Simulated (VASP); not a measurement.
# Ga2P (P6_3/mmc) in VASP: notebook, part 2 of 2

VASP 6.6.1. Earlier steps stand in the parts before.

## 4. Relaxation of cell and atoms, PBE

Contents of INCAR:

```
SYSTEM = Ga2P
ALGO = Normal ; EDIFF = 1E-6
EDIFFG = -0.04 ; ENCUT = 600
GGA = PE ; IBRION = 2
ISIF = 3 ; ISMEAR = 0
LASPH = .True. ; LCHARG = .False.
LREAL = .False. ; LWAVE = .False.
NELM = 100 ; NSW = 90
PREC = Accurate ; SIGMA = 0.1
```

Contents of KPOINTS:

```
k-points
0
Gamma
  6 6 4
  0 0 0
```

Contents of POSCAR:

```
Ga2P
1.0
    4.5297573700      0.0000000000      0.0000000000
   -2.2648786800      3.9228849500      0.0000000000
    0.0000000000      0.0000000000      5.5243274100
Ga P
4 2
Direct
    0.0000000000      0.0000000000      0.5000000000
    0.0000000000      0.0000000000      0.0000000000
    0.6666666700      0.3333333300      0.2500000000
    0.3333333300      0.6666666700      0.7500000000
    0.6666666700      0.3333333300      0.7500000000
    0.3333333300      0.6666666700      0.2500000000
```

Potentials or basis: VASP PAW PBE potentials, release 64 (Ga_d, P).

Started as:

```sh
$ cat potpaw_PBE.64/Ga_d/POTCAR potpaw_PBE.64/P/POTCAR > POTCAR
$ mpirun -np 1 vasp_std > vasp.out
```

OUTCAR:

```text
SYSTEM = Ga2P
   EDIFF = 1E-6
   EDIFFG = -0.04
   ENCUT = 600
   GGA = PE
   IBRION = 2
   ISIF = 3
   ISMEAR = 0
   LASPH = .True.
   LREAL = .False.
   NELM = 100
   NSW = 90
   PREC = Accurate

 ion  position               nearest neighbor table
   1  0.000  0.000  0.500-   2 2.76   2 2.76
   2  0.000  0.000  0.000-   1 2.76   1 2.76
   3  0.667  0.333  0.250-   6 2.62   6 2.62   6 2.62   5 2.76   5 2.76
   4  0.333  0.667  0.750-   5 2.62   5 2.62   5 2.62   6 2.76   6 2.76
   5  0.667  0.333  0.750-   4 2.62   4 2.62   4 2.62   3 2.76   3 2.76
   6  0.333  0.667  0.250-   3 2.62   3 2.62   3 2.62   4 2.76   4 2.76

  LATTYP: Found a hexagonal cell.
 ALAT       =     4.5297573700
 C/A-ratio  =     1.2195636452

  Lattice vectors:

 A1 = (   4.5297573700,   0.0000000000,   0.0000000000)
 A2 = (  -2.2648786800,   3.9228849500,   0.0000000000)
 A3 = (   0.0000000000,   0.0000000000,   5.5243274100)

Analysis of symmetry for initial positions (statically):
=====================================================================
 Subroutine PRICEL returns:
 Original cell was already a primitive cell.

 Routine SETGRP: Setting up the symmetry group for a
 hexagonal supercell.

 Subroutine GETGRP returns: Found 24 space group operations
 (whereof 12 operations were pure point group operations)
 out of a pool of 24 trial point group operations.

The static configuration has the point symmetry D_3d.
 The point group associated with its full space group is D_6h.

Analysis of symmetry for dynamics (positions and initial velocities):
=====================================================================
 Subroutine PRICEL returns:
 Original cell was already a primitive cell.

 Routine SETGRP: Setting up the symmetry group for a
 hexagonal supercell.

 Subroutine GETGRP returns: Found 24 space group operations
 (whereof 12 operations were pure point group operations)
 out of a pool of 24 trial point group operations.

The dynamic configuration has the point symmetry D_3d.
 The point group associated with its full space group is D_6h.

 Subroutine INISYM returns: Found 24 space group operations
 (whereof 12 operations are pure point group operations),
 and found     1 'primitive' translations

----------------------------------------------------------------------------------------

                                     Primitive cell

  volume of cell :      98.1657

  direct lattice vectors                    reciprocal lattice vectors
     4.529757370  0.000000000  0.000000000     0.220762376  0.127457217  0.000000000
    -2.264878680  3.922884950  0.000000000     0.000000000  0.254914435  0.000000000
     0.000000000  0.000000000  5.524327410     0.000000000  0.000000000  0.181017511

  length of vectors
     4.529757370  4.529757363  5.524327410     0.254914434  0.254914435  0.181017511

  position of ions in fractional coordinates (direct lattice)
     0.000000000  0.000000000  0.500000000
     0.000000000  0.000000000  0.000000000
     0.666666670  0.333333330  0.250000000
     0.333333330  0.666666670  0.750000000
     0.666666670  0.333333330  0.750000000
     0.333333330  0.666666670  0.250000000

  ion indices of the primitive-cell ions
   primitive index   ion index
                 1           1
                 2           2
                 3           3
                 4           4
                 5           5
                 6           6

----------------------------------------------------------------------------------------

 KPOINTS: k-points

Automatic generation of k-mesh.
 Grid dimensions read from file:
 generate k-points for:    6    6    4

 Generating k-lattice:

  Cartesian coordinates                     Fractional coordinates (reciprocal lattice)
     0.036793729  0.021242870  0.000000000     0.166666667  0.000000000  0.000000000
     0.000000000  0.042485739  0.000000000     0.000000000  0.166666667  0.000000000
     0.000000000  0.000000000  0.045254378     0.000000000  0.000000000  0.250000000

  Length of vectors
     0.042485739  0.042485739  0.045254378

  Shift w.r.t. Gamma in fractional coordinates (k-lattice)
     0.000000000  0.000000000  0.000000000

 Subroutine IBZKPT returns following result:
 ===========================================

 Found     21 irreducible k-points:

 Following reciprocal coordinates:
            Coordinates               Weight
  0.000000  0.000000  0.000000      1.000000
  0.166667 -0.000000  0.000000      6.000000
  0.333333  0.000000  0.000000      6.000000
  0.500000  0.000000  0.000000      3.000000
  0.166667  0.166667  0.000000      6.000000
  0.333333  0.166667  0.000000     12.000000
[... 13 lines left out ...]
  0.333333  0.166667  0.500000     12.000000
  0.333333  0.333333  0.500000      2.000000
   k-points           NKPTS =     21   k-points in BZ     NKDIM =     21   number of bands    NBANDS=     37
   number of dos      NEDOS =    301   number of ions     NIONS =      6
   total plane-waves  NPLWV =  62208
   dimension x,y,z NGX =    36 NGY =   36 NGZ =   48
   dimension x,y,z NGXF=    72 NGYF=   72 NGZF=   96
   ions per type =               4   2
   NGX,Y,Z   is equivalent  to a cutoff of  13.21, 13.21, 14.44 a.u.
   NGXF,Y,Z  is equivalent  to a cutoff of  26.42, 26.42, 28.89 a.u.
 SYSTEM =  Ga2P
   PREC   = accura    normal or accurate (medium, high low for compatibility)
   ISTART =      0    job   : 0-new  1-cont  2-samecut
   ICHARG =      2    charge: 1-file 2-atom 10-const
   ISPIN  =      1    spin polarized calculation?
   LNONCOLLINEAR =      F non collinear calculations
   LSORBIT =      F    spin-orbit coupling
   LASPH  =      T    aspherical Exc in radial PAW
   ENCUT  =  600.0 eV  44.10 Ry    6.64 a.u.   9.05  9.05 11.03*2*pi/ulx,y,z
   NELM   =    100;   NELMIN=  2; NELMDL= -5     # of ELM steps
   EDIFF  = 0.1E-05   stopping-criterion for ELM
   LREAL  =      F    real-space projection
   EDIFFG = -.4E-01   stopping-criterion for IOM
   NSW    =     90    number of steps for IOM
   IBRION =      2    ionic relax: 0-MD 1-quasi-New 2-CG
   NFREE  =      1    steps in history (QN), initial steepest desc. (CG)
   ISIF   =      3    stress and relaxation
   ISYM   =      2    0-nonsym 1-usesym 2-fastsym
   POTIM  = 0.5000    time-step for ionic-motion
   TEBEG  =    0.0;   TEEND  =   0.0 temperature during run
   PSTRESS=    0.0 pullay stress
   NELECT =      62.0000    total number of electrons
   NUPDOWN=      -1.0000    fix difference up-down
   EMIN   =  10.00;   EMAX   =-10.00  energy-range for DOS
   EFERMI =   0.00;   METHOD = LEGACY
   ISMEAR =     0;   SIGMA  =   0.10  broadening in eV -4-tet -1-fermi 0-gaus
   EFERMI_NEDOS =   21; number of points for ismear=-14 and -15
   IALGO  =     38    algorithm
   IMIX   =      4    mixing-type and parameters
     AMIX     =   0.40;   BMIX     =  1.00
     AMIX_MAG =   1.60;   BMIX_MAG =  1.00
  volume/ion in A,a.u.               =      16.36       110.41
  Fermi-wavevector in a.u.,A,eV,Ry     =   1.404598  2.654306 26.842879  1.972896
  Thomas-Fermi vector in A             =   2.527144
   LORBIT       =      0    0 simple, 1 ext, 2 COOP (PROOUT), +10 PAW based schemes
   GGA     = PE    functional components
   LHFCALC =     F    Hartree Fock is set to
   AEXX    =    0.0000 exact exchange contribution
   IVDW    =     0    specifies the selected vdW correction
   LEPSILON=     F    determine dielectric tensor
   LRPA    =     F    only Hartree local field effects (RPA)
 conjugate gradient relaxation of ions
 non-spin polarized calculation
 Gauss-broadening in eV      SIGMA  =   0.10
  energy-cutoff  :      600.00
  volume of cell :       98.17
 maximum number of plane-waves:      3303
   NGX = 19   NGY = 19   NGZ = 23

--------------------------------------- Ionic step        1  -------------------------------------------

 number of electron      61.9999985 magnetization

 Free energy of the ion-electron system (eV)
  ---------------------------------------------------
  ext. energy  EPLUGINS =         0.00000000
  ---------------------------------------------------
  free energy    TOTEN  =       -21.40814046 eV

  energy without entropy =      -21.38577562  energy(sigma->0) =      -21.39695804

------------------------ aborting loop because EDIFF is reached ----------------------------------------

  FORCE on cell =-STRESS in cart. coord.  units (eV):
  Direction    XX          YY          ZZ          XY          YZ          ZX
  --------------------------------------------------------------------------------------
  -------------------------------------------------------------------------------------
  Total        3.3458982      3.3458982      3.5159639      0.0000000      0.0000000      0.0000000
  in kB       54.6088945     54.6088943     57.3845615      0.0000001      0.0000000      0.0000000
  external PRESSURE =      55.5341168 kB  Pullay stress =       0.0000000 kB
[... 185 lines left out ...]
  energy  without entropy=      -21.5029510253  energy(sigma->0) =      -21.51755267

--------------------------------------- Ionic step        6  -------------------------------------------

 number of electron      62.0000023 magnetization

 Free energy of the ion-electron system (eV)
  ---------------------------------------------------
  ext. energy  EPLUGINS =         0.00000000
  ---------------------------------------------------
  free energy    TOTEN  =       -21.53567923 eV

  energy without entropy =      -21.50987100  energy(sigma->0) =      -21.52277512

 E-fermi :   6.5721     XC(G=0): -11.0704

 val. band max:        6.5591028351   @ k =   0.3333   0.1667   0.0000
 cond. band min:       6.6248787398   @ k =   0.3333   0.3333   0.0000
 fundamental gap:      0.0657759047
 Fermi energy:         6.5721334897

 k-point     1 :       0.0000    0.0000    0.0000
  band No.  band energies     occupation
      1      -8.5542      2.00000
      2      -8.5486      2.00000
      3      -8.5486      2.00000
      4      -8.5073      2.00000
      5      -8.5073      2.00000
      6      -8.4934      2.00000
[... 862 lines left out ...]
  FREE ENERGIE OF THE ION-ELECTRON SYSTEM (eV)
  ---------------------------------------------------
  free  energy   TOTEN  =       -21.5356792296 eV

  energy  without entropy=      -21.5098710042  energy(sigma->0) =      -21.52277512

 reached required accuracy - stopping structural energy minimisation
```

Run time: 4 min. Hardware: 1 thread of AMD EPYC 9R45 (Zen 5), shared host; peak memory 0.25 GiB.

Results:

- Free energy: -21.5357 eV
- Relaxed volume: 17.68 Å³/atom
- Relaxed cell: a = 4.622 Å, b = 4.622 Å, c = 5.734 Å, α = 90.00°, β = 90.00°, γ = 120.00°
- Space group after relaxing (to 0.1 Å): P6_3/mmc (No. 194)
- Energy gained by relaxing: 21.3 meV/atom
- Ionic steps: 6
- Pressure after relaxing: -0.1 GPa
- Band gap on the k mesh: zero (bands 31 and 32 overlap by 2.30 eV)

Step by step:
```tsv
step	energy change (eV)	largest force (eV/Å)	pressure (GPa)	volume (Å³)
1	0.0000	0.0000	5.55	98.17
2	-0.1224	0.0000	-0.33	106.45
3	-0.1227	0.0000	0.06	105.84
4	-0.1227	0.0000	-0.05	106.00
5	-0.1240	0.0000	-0.01	106.03
6	-0.1275	0.0000	-0.07	106.10
```

Final structure:
```
Ga P
1.0
     4.62242    0.00000    0.00000
    -2.31121    4.00313    0.00000
     0.00000    0.00000    5.73376
Ga P
4 2
Cartesian
  0.0000 0.0000 2.8669
  0.0000 0.0000 0.0000
  2.3112 1.3344 1.4334
  0.0000 2.6688 4.3003
  2.3112 1.3344 4.3003
  0.0000 2.6688 1.4334
```

Levels at points of the mesh, in eV from the Fermi level:
| k point | band 29 | band 30 | band 31 | band 32 | band 33 | band 34 |
| --- | --- | --- | --- | --- | --- | --- |
| (0.00, 0.00, 0.00) | -2.53 | -0.93 | -0.74 | -0.55 | -0.55 | 0.79 |
| (0.50, 0.00, 0.00) | -2.29 | -1.86 | -1.32 | 1.40 | 1.91 | 2.79 |
| (0.00, 0.00, 0.50) | -1.97 | -1.97 | -1.47 | -1.47 | -0.54 | -0.54 |
| (0.50, 0.00, 0.50) | -0.91 | -0.91 | 0.66 | 0.66 | 3.06 | 3.06 |

## 5. Single point, PBE

This run uses another cell than the first one, of 17.58 Å³/atom.

Contents of INCAR:

```
SYSTEM = Ga2P
PREC     = Accurate       ! precision mode
ENCUT    = 520            ! plane-wave cutoff, eV
EDIFF    = 1E-6           ! SCF threshold, eV
ISMEAR   = 0              ! smearing method
SIGMA    = 0.1            ! smearing width, eV
LREAL    = .False.        ! projectors in reciprocal space
LASPH    = .True.         ! aspherical terms in the spheres
NELM     = 100            ! most SCF steps
ALGO     = Normal         ! electronic algorithm
ISIF     = 2              ! what is computed and relaxed
LWAVE    = .False.        ! write WAVECAR
LCHARG   = .True.         ! write CHGCAR
GGA      = PE             ! functional
LELF     = .True.         ! ELF
LVHAR    = .True.       
NBANDS   = 40             ! bands
```

Contents of KPOINTS:

```
Automatic mesh
0
Gamma
  12 12 8
  0 0 0
```

Contents of POSCAR:

```
Ga2P
1.0
    4.6823794821      0.0000000000      0.0000000000
   -2.3411897410      4.0550595817      0.0000000000
    0.0000000000      0.0000000000      5.5553894343
Ga P
4 2
Direct
    0.0000000000      0.0000000000      0.5000000000
    0.0000000000      0.0000000000      0.0000000000
    0.6666666667      0.3333333333      0.2500000000
    0.3333333333      0.6666666667      0.7500000000
    0.6666666667      0.3333333333      0.7500000000
    0.3333333333      0.6666666667      0.2500000000
```

Started as:

```sh
$ cat potpaw_PBE.64/Ga_d/POTCAR potpaw_PBE.64/P/POTCAR > POTCAR
$ mpirun -np 1 vasp_std > vasp.out
```

Run time: 4.5 min. Hardware: 1 thread of AMD EPYC 9R45 (Zen 5), shared host; peak memory 0.39 GiB.

Results (log left out):

* Free energy: -21.6853 eV
* Pressure: 0.1 GPa
* Band gap on the k mesh: zero (bands 31 and 32 overlap by 2.51 eV)

Levels at points of the mesh, in eV from the Fermi level:
```
           k point  band 29  band 30  band 31  band 32  band 33  band 34
(0.00, 0.00, 0.00)    -2.57    -1.09    -0.75    -0.37    -0.37     0.77
(0.50, 0.00, 0.00)    -2.01    -1.79    -1.34     1.56     1.68     2.47
(0.00, 0.00, 0.50)    -2.25    -2.25    -1.00    -1.00    -0.59    -0.59
(0.50, 0.00, 0.50)    -0.50    -0.50     1.12     1.12     3.06     3.06
```

## 6. Overview

| task | cell | k mesh | cutoff (eV) | gap on the mesh (eV) | pressure (GPa) |
| --- | --- | --- | --- | --- | --- |
| single point | a = 4.530, b = 4.530, c = 5.524 Å, angles 90.0, 90.0, 120.0°, 6 atoms | 6 × 6 × 4 | 520 | none | 5.6 |
| single point | a = 4.596, b = 4.596, c = 5.794 Å, angles 90.0, 90.0, 120.0°, 6 atoms | 6 × 6 × 4 | 520 | none | 0.1 |
| relaxation of cell and atoms | relaxed from a = 4.530, b = 4.530, c = 5.524 Å, angles 90.0, 90.0, 120.0°, 6 atoms | 6 × 6 × 4 | 600 | none | -0.1 |
| single point | a = 4.682, b = 4.682, c = 5.555 Å, angles 90.0, 90.0, 120.0°, 6 atoms | 12 × 12 × 8 | 520 | none | 0.1 |

Alike in all rows: level PBE; potentials or basis VASP PAW PBE potentials, release 64 (Ga_d, P); no spin polarisation; smearing gaussian 0.1 eV.

Caveats: the cell stands under pressure (at least some runs).

Absolute energies hang on the potentials; compare differences alone.
